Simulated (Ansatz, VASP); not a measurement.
F in VASP and in Ansatz

INCAR

```
SYSTEM = F
ALGO = Normal
EDIFF = 1E-7
ENCUT = 520
GGA = PE
ISIF = 2
ISMEAR = 0
IVDW = 12
LASPH = .True.
LCHARG = .True.
LELF = .True.
LREAL = .False.
LVHAR = .True.
LWAVE = .False.
NBANDS = 22
NELM = 80
PREC = Accurate
SIGMA = 0.05
```

The input KPOINTS:

```
k-points
0
Gamma
  8 8 4
  0 0 0
```

POSCAR

```
F
1.0
    2.8271292717     -1.7613299300      0.2983552476
    2.8271292717      1.7613299300      0.2983552476
   -0.8244845436      0.0000000000      6.6341364785
F
4
Direct
    0.9138648456      0.5855481450      0.0939279973
    0.4144518550      0.0861351544      0.4060720027
    0.0861351544      0.4144518550      0.9060720027
    0.5855481450      0.9138648456      0.5939279973
```

Input for Ansatz:

```yaml
crystal:
  lattice:
    - [2.8271292717, -1.76132993, 0.2983552476]
    - [2.8271292717, 1.76132993, 0.2983552476]
    - [-0.8244845436, 0.0, 6.6341364785]
  atoms:
    - { symbol: F, position: [0.9138648456, 0.585548145, 0.0939279973] }
    - { symbol: F, position: [0.414451855, 0.0861351544, 0.4060720027] }
    - { symbol: F, position: [0.0861351544, 0.414451855, 0.9060720027] }
    - { symbol: F, position: [0.585548145, 0.9138648456, 0.5939279973] }
basis:
  ecutwfc: 520.0
kpoints:
  mp_grid: { grid: [8, 8, 4] }
hamiltonian:
  xc: pbe
  dispersion: d3bj
scf:
  occupations: { method: gaussian, width: 0.05 }
output:
  forces: true
  stress: true
  eigenvalues: true
  write_density: true
  write_potential: true
  elf: true
  volumetric_format: npy
```

Change from the starting cell: volume 16.734 Å^3 an atom, stretch along a over the lengths across it, relative to the relaxed cell 1.0202.

Alike in both runs: task single point; functional PBE; dispersion D3(BJ); k mesh 8 × 8 × 4; occupations gaussian, width 0.05 eV; no spin polarisation.

```csv
,VASP,Ansatz
version,VASP 6.6.1,Ansatz 0.2.0
potentials or method,"VASP PAW PBE potentials, release 64 (F), cutoff 520 eV","scalar-relativistic, plane waves, PAW"
valence electrons in the cell,28,28
```

|  | VASP | Ansatz | Ansatz less VASP |
| --- | --- | --- | --- |
| gap on the k mesh at the Fermi level (eV) | 3.22 | 3.29 | +0.078 |
| least direct gap on the mesh (eV) | 3.22 | 3.29 | +0.078 |
| pressure (GPa) | 2.5 | 2.1 | -0.39 |
| traceless stress, the component that is largest in VASP (GPa) | 4.13 | 2.82 | -1.305 |
| rms of the force components (eV/Å) | 0.740 | 0.501 | -0.2392 |

Atom by atom the forces differ by 0.239 eV/Å (rms over components).
